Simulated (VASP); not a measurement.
# KSi2Sb3 (P6/mmm) in VASP: further runs

KSi2Sb3 is run at these levels: PBE; tasks: single point, relaxation of cell and atoms.

Everything below comes from runs of VASP 6.6.1. Logs are shortened: lines on timing, memory, paths and dates and some standing lists are left out, and cuts for length are marked.

**1. The cell of the first run**

The structure is hexagonal, space group P6/mmm (No. 191). The conventional cell has a = 5.477 Å, b = 5.477 Å, c = 6.449 Å, α = 90.00°, β = 90.00°, γ = 120.00°. K (site symmetry 6/mmm) has 8 Sb at 3.16 to 3.22 Å within 4.2 Å. Within 4.2 Å of Si (site symmetry -6m2) lie 5 Sb at 3.16 to 3.22 Å and 3 Si at 3.16 Å. Sb (site symmetry 6/mmm) has 6 Si at 3.16 Å and 2 K at 3.22 Å within 4.2 Å. Sb (site symmetry -6m2) has 3 K at 3.16 Å and 3 Sb at 3.16 Å and 2 Si at 3.22 Å within 4.2 Å.

The cell was built from a structure type or drawn by symmetry, and may not be a known phase.

**2. Single point, PBE**

Input file INCAR:

```
SYSTEM = KSi2Sb3
ALGO = Normal
EDIFF = 1E-6
ENCUT = 520
GGA = PE
ISIF = 2
ISMEAR = 0
LASPH = .TRUE.
LCHARG = .FALSE.
LREAL = .FALSE.
LWAVE = .FALSE.
NBANDS = 25
NELM = 100
PREC = Accurate
SIGMA = 0.1
```

Input file KPOINTS:

```
k-points
0
G
  3 3 2
  0 0 0
```

Input file POSCAR:

```
KSi2Sb3
1.0
    5.4768765907      0.0000000025      0.0000000000
   -2.7384382975      4.7431142597      0.0000000000
    0.0000000000      0.0000000000      6.4487095477
K Si Sb
1 2 3
Direct
    0.0000000000      0.0000000000      0.0000000000
    0.3333333333      0.6666666667      0.5000000000
    0.6666666667      0.3333333333      0.5000000000
    0.0000000000      0.0000000000      0.5000000000
    0.3333333333      0.6666666667      0.0000000000
    0.6666666667      0.3333333333      0.0000000000
```

Potentials or basis: VASP PAW PBE potentials, release 64 (K_sv, Si, Sb).

Started as:

```console
$ cat potpaw_PBE.64/K_sv/POTCAR potpaw_PBE.64/Si/POTCAR potpaw_PBE.64/Sb/POTCAR > POTCAR
$ mpirun -np 1 vasp_std > vasp.out
```

OUTCAR:

```text
SYSTEM = KSi2Sb3
   EDIFF = 1E-6
   ENCUT = 520
   GGA = PE
   ISIF = 2
   ISMEAR = 0
   LASPH = .TRUE.
   LREAL = .FALSE.
   NELM = 100
   PREC = Accurate

 ion  position               nearest neighbor table
   1  0.000  0.000  0.000-   5 3.16   6 3.16   6 3.16   5 3.16   6 3.16   5 3.16   4 3.22   4 3.22

   2  0.333  0.667  0.500-   4 3.16   4 3.16   4 3.16   5 3.22   5 3.22
   3  0.667  0.333  0.500-   4 3.16   4 3.16   4 3.16   6 3.22   6 3.22
   4  0.000  0.000  0.500-   2 3.16   3 3.16   3 3.16   2 3.16   3 3.16   2 3.16   1 3.22   1 3.22

   5  0.333  0.667  0.000-   1 3.16   6 3.16   6 3.16   1 3.16   1 3.16   6 3.16   2 3.22   2 3.22

   6  0.667  0.333  0.000-   1 3.16   5 3.16   5 3.16   1 3.16   1 3.16   5 3.16   3 3.22   3 3.22

  LATTYP: Found a hexagonal cell.
 ALAT       =     5.4768765907
 C/A-ratio  =     1.1774429168

  Lattice vectors:

 A1 = (   5.4768765907,   0.0000000025,   0.0000000000)
 A2 = (  -2.7384382975,   4.7431142597,   0.0000000000)
 A3 = (   0.0000000000,   0.0000000000,   6.4487095477)

Analysis of symmetry for initial positions (statically):
=====================================================================
 Subroutine PRICEL returns:
 Original cell was already a primitive cell.

 Routine SETGRP: Setting up the symmetry group for a
 hexagonal supercell.

 Subroutine GETGRP returns: Found 24 space group operations
 (whereof 24 operations were pure point group operations)
 out of a pool of 24 trial point group operations.

The static configuration has the point symmetry D_6h.

Analysis of symmetry for dynamics (positions and initial velocities):
=====================================================================
 Subroutine PRICEL returns:
 Original cell was already a primitive cell.

 Routine SETGRP: Setting up the symmetry group for a
 hexagonal supercell.

 Subroutine GETGRP returns: Found 24 space group operations
 (whereof 24 operations were pure point group operations)
 out of a pool of 24 trial point group operations.

The dynamic configuration has the point symmetry D_6h.

 Subroutine INISYM returns: Found 24 space group operations
 (whereof 24 operations are pure point group operations),
 and found     1 'primitive' translations

[... 83 lines left out ...]
   EDIFF  = 0.1E-05   stopping-criterion for ELM
   LREAL  =      F    real-space projection
   EDIFFG = 0.1E-04   stopping-criterion for IOM
   NSW    =      0    number of steps for IOM
   IBRION =     -1    ionic relax: 0-MD 1-quasi-New 2-CG
   NFREE  =      0    steps in history (QN), initial steepest desc. (CG)
   ISIF   =      2    stress and relaxation
   ISYM   =      2    0-nonsym 1-usesym 2-fastsym
   POTIM  = 0.5000    time-step for ionic-motion
   TEBEG  =    0.0;   TEEND  =   0.0 temperature during run
   PSTRESS=    0.0 pullay stress
   NELECT =      32.0000    total number of electrons
   NUPDOWN=      -1.0000    fix difference up-down
   EMIN   =  10.00;   EMAX   =-10.00  energy-range for DOS
   EFERMI =   0.00;   METHOD = LEGACY
   ISMEAR =     0;   SIGMA  =   0.10  broadening in eV -4-tet -1-fermi 0-gaus
   EFERMI_NEDOS =   21; number of points for ismear=-14 and -15
   IALGO  =     38    algorithm
   IMIX   =      4    mixing-type and parameters
     AMIX     =   0.40;   BMIX     =  1.00
     AMIX_MAG =   1.60;   BMIX_MAG =  1.00
  volume/ion in A,a.u.               =      27.92       188.41
  Fermi-wavevector in a.u.,A,eV,Ry     =   0.942834  1.781697 12.094697  0.888935
  Thomas-Fermi vector in A             =   2.070482
   LORBIT       =      0    0 simple, 1 ext, 2 COOP (PROOUT), +10 PAW based schemes
   GGA     = PE    functional components
   LHFCALC =     F    Hartree Fock is set to
   AEXX    =    0.0000 exact exchange contribution
   IVDW    =     0    specifies the selected vdW correction
   LEPSILON=     F    determine dielectric tensor
   LRPA    =     F    only Hartree local field effects (RPA)
 non-spin polarized calculation
 Gauss-broadening in eV      SIGMA  =   0.10
  energy-cutoff  :      520.00
  volume of cell :      167.52
 maximum number of plane-waves:      4548
 NGX is ok and might be reduce to    42
   NGX = 21   NGY = 21   NGZ = 23

 number of electron      32.0000001 magnetization

 Free energy of the ion-electron system (eV)
  ---------------------------------------------------
  ext. energy  EPLUGINS =         0.00000000
  ---------------------------------------------------
  free energy    TOTEN  =       -20.64877708 eV

  energy without entropy =      -20.63980666  energy(sigma->0) =      -20.64429187

 E-fermi :   5.2748     XC(G=0):  -9.2798

 val. band max:        5.1549190532   @ k =   0.3333   0.0000   0.0000
 cond. band min:       5.3946426389   @ k =   0.3333   0.0000   0.5000
 fundamental gap:      0.2397235857
 Fermi energy:         5.2748189108

 k-point     1 :       0.0000    0.0000    0.0000
  band No.  band energies     occupation
      1     -25.1074      2.00000
      2      -8.8409      2.00000
      3      -8.8409      2.00000
      4      -8.6317      2.00000
      5      -5.8511      2.00000
      6      -4.2103      2.00000
[... 157 lines left out ...]
     24       9.4036      0.00000
     25      10.4155      0.00000

------------------------ aborting loop because EDIFF is reached ----------------------------------------

  FORCE on cell =-STRESS in cart. coord.  units (eV):
  Direction    XX          YY          ZZ          XY          YZ          ZX
  --------------------------------------------------------------------------------------
  -------------------------------------------------------------------------------------
  Total       -0.0588716     -0.0588716     -0.2352569     -0.0000000      0.0000000     -0.0000000
  in kB       -0.5630505     -0.5630505     -2.2500056     -0.0000000      0.0000000     -0.0000000
  external PRESSURE =      -1.1253689 kB  Pullay stress =       0.0000000 kB

 VOLUME and BASIS-vectors are now :
 -----------------------------------------------------------------------------
  energy-cutoff  :      520.00
  volume of cell :      167.52
      direct lattice vectors                 reciprocal lattice vectors
     5.476876591  0.000000003  0.000000000     0.182585819  0.105415972  0.000000000
    -2.738438298  4.743114260  0.000000000    -0.000000000  0.210831944  0.000000000
     0.000000000  0.000000000  6.448709548     0.000000000  0.000000000  0.155069785

 POSITION                                       TOTAL-FORCE (eV/Angst)
 -----------------------------------------------------------------------------------
      0.00000      0.00000      0.00000         0.000000     -0.000000      0.000000
     -0.00000      3.16208      3.22435         0.000000     -0.000000      0.000000
      2.73844      1.58104      3.22435        -0.000000      0.000000      0.000000
      0.00000      0.00000      3.22435         0.000000     -0.000000      0.000000
     -0.00000      3.16208      0.00000         0.000000     -0.000000      0.000000
      2.73844      1.58104      0.00000        -0.000000      0.000000     -0.000000
 -----------------------------------------------------------------------------------
    total drift:                               -0.000000      0.000000      0.000000

  FREE ENERGIE OF THE ION-ELECTRON SYSTEM (eV)
  ---------------------------------------------------
  free  energy   TOTEN  =       -20.6487770819 eV

  energy  without entropy=      -20.6398066560  energy(sigma->0) =      -20.64429187
```

Wall time 56 s (1 thread of Intel Xeon 8259CL, shared host); peak memory 0.27 GiB.

Results:

| Item | Value |
| --- | --- |
| Free energy | -20.6488 eV |
| Pressure | -0.1 GPa |
| Band gap on the k mesh | zero (bands 16 and 17 overlap by 1.55 eV) |

Stress tensor (GPa, compression positive):
```
-0.06  0.00  0.00
 0.00 -0.06  0.00
 0.00  0.00 -0.23
```

Levels at points of the mesh, in eV from the Fermi level:
```
           k point  band 14  band 15  band 16  band 17  band 18  band 19
(0.00, 0.00, 0.00)    -2.26    -1.25    -1.25    -1.13     0.53     1.25
(0.00, 0.00, 0.50)    -2.03    -1.72    -1.72    -1.43     0.82     0.82
```

Caveat: the k points lie up to 0.49 Å⁻¹ apart, too coarse for converged energies and pressures of a metal; spin-orbit coupling is left out, which moves the levels of the heavy elements.

[end of part 1 of 2]
